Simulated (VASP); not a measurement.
A run of VASP 6.6.1 is set up as follows.

File INCAR:

```
ALGO = Normal
EDIFF = 1E-6
EDIFFG = -0.005
ENCUT = 600
GGA = PE
IBRION = 2
ISIF = 3
ISMEAR = -1
LASPH = T
LCHARG = F
LREAL = F
LWAVE = F
NELM = 100
NSW = 32
PREC = Accurate
PSTRESS = 62.0
SIGMA = 0.05
```

The input KPOINTS:

```
k-points
0
Gamma
  15 15 15
```

POSCAR

```
In
1.0
   -1.8263656953      1.8263656953      1.8263656953
    1.8263656953     -1.8263656953      1.8263656953
    1.8263656953      1.8263656953     -1.8263656953
In
1
Direct
    0.0000000000      0.0000000000      0.0000000000
```

Potentials or basis: VASP PAW PBE potentials, release 64 (In_d).

Launch:

```console
$ cat potpaw_PBE.64/In_d/POTCAR > POTCAR
$ mpirun -np 1 vasp_std > vasp.out
```

**Question.** Estimate the relaxed volume.

**Answer.** 24.39 Å³/atom.

**Question.** What does it give for the relaxed cell?

**Answer.** a = 3.164 Å, b = 3.164 Å, c = 3.164 Å, α = 109.47°, β = 109.47°, γ = 109.47°.

**Question.** Estimate the space group after relaxing (to 0.05 Å).

**Answer.** Im-3m (No. 229).

The path:
```tsv
step	energy change (eV)	largest force (eV/Å)	pressure (GPa)	volume (Å³)
1	0.0000	0.0000	6.25	24.37
2	-0.0010	0.0000	6.20	24.39
```

Caveat: the cell is relaxed towards a set pressure, so the enthalpy falls and the energy may rise.
